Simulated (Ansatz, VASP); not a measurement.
## One calculation of As, two programs

The input INCAR:

```
SYSTEM = As
  PREC = Accurate
  ENCUT = 520
  EDIFF = 1E-6
  ISMEAR = -1
  SIGMA = 0.1
  LREAL = .FALSE.
  LASPH = .TRUE.
  NELM = 60
  ALGO = Normal
  ISIF = 2
  LWAVE = .FALSE.
  LCHARG = .FALSE.
  GGA = PE
  NBANDS = 8
```

The input KPOINTS:

```
regular mesh
0
G
  21 21 21
  0 0 0
```

The input POSCAR:

```
As
1.0
    0.0000000000      2.1585363517      2.1585363517
    2.1585363517      0.0000000000      2.1585363517
    2.1585363517      2.1585363517      0.0000000000
As
1
Direct
    0.0000000000      0.0000000000      0.0000000000
```

Input for Ansatz:

```yaml
crystal:
  lattice:
    - [0.0, 2.1585363517, 2.1585363517]
    - [2.1585363517, 0.0, 2.1585363517]
    - [2.1585363517, 2.1585363517, 0.0]
  atoms:
    - { symbol: As, position: [0.0, 0.0, 0.0] }
hamiltonian:
  xc: pbe
  pseudopotentials:
    kind: paw
    azcp:
      As: "pseudopotentials/As.paw.azcp"
basis:
  ecutwfc: 420
  fft_grid_basis: typed
kpoints:
  mp_grid: { grid: [21, 21, 21], shift: [0, 0, 0] }
magnetization:
  spin_polarized: false
scf:
  occupations: { method: fermi_dirac, width: 0.1 }
output:
  stress: true
```

Alike in both runs: task single point; functional PBE; k mesh 21 × 21 × 21; occupations fermi-dirac, width 0.1 eV; no spin polarisation.

|  | VASP | Ansatz |
| --- | --- | --- |
| version | VASP 6.6.1 | Ansatz 0.2.0 |
| potentials or method | VASP PAW PBE potentials, release 64 (As), cutoff 520 eV | plane waves (420 eV) with PAW, scalar-relativistic |
| valence electrons in the cell | 5 | 15 |

```csv
,VASP,Ansatz,Ansatz less VASP
pressure (GPa),-2.9,-2.9,-0.02
```

VASP's potentials hold 5 valence electrons a cell and Ansatz's 15, so a difference there can come from the potentials and not from the codes.
